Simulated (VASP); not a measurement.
BP: single point with PBE

Crystal: BP.

```xyz
2
Lattice="0.0000 2.2108 2.2108 2.2108 0.0000 2.2108 2.2108 2.2108 0.0000" Properties=species:S:1:pos:R:3 pbc="T T T"
B     0.0000    0.0000    0.0000
P     1.1054    1.1054    1.1054
```

```json
{
 "Program": "VASP 6.6.1",
 "Task": "single point",
 "Functional": "PBE",
 "Potentials or basis": "VASP PAW PBE potentials, release 64 (B, P)",
 "Cutoff": "500 eV",
 "k mesh": "8 × 8 × 8",
 "Occupations": "gaussian, width 0.01 eV",
 "Spin": "no spin polarisation"
}
```

```json
{
  "Pressure": "15.8 GPa",
  "Band gap on the k mesh": "1.17 eV, indirect (least direct gap 3.53 eV)"
}
```

Levels at points of the mesh, in eV from the valence-band top:
| k point | band 2 | band 3 | band 4 | band 5 | band 6 | band 7 |
| --- | --- | --- | --- | --- | --- | --- |
| (0.00, 0.00, 0.00) | 0.00 | 0.00 | 0.00 | 3.53 | 3.53 | 3.53 |
| (0.50, 0.00, 0.00) | -9.61 | -1.85 | -1.85 | 4.26 | 4.76 | 4.76 |
| (0.50, 0.50, 0.00) | -8.99 | -4.40 | -4.40 | 1.17 | 1.59 | 12.87 |

Run time: 4.1 s on 1 thread of Intel(R) Xeon(R) Platinum 8375C CPU @ 2.90GHz (Ice Lake), with other jobs on the host, peak memory 0.13 GiB.

A k mesh can miss the band edges. As with any semilocal functional, this PBE gap is likely too small.
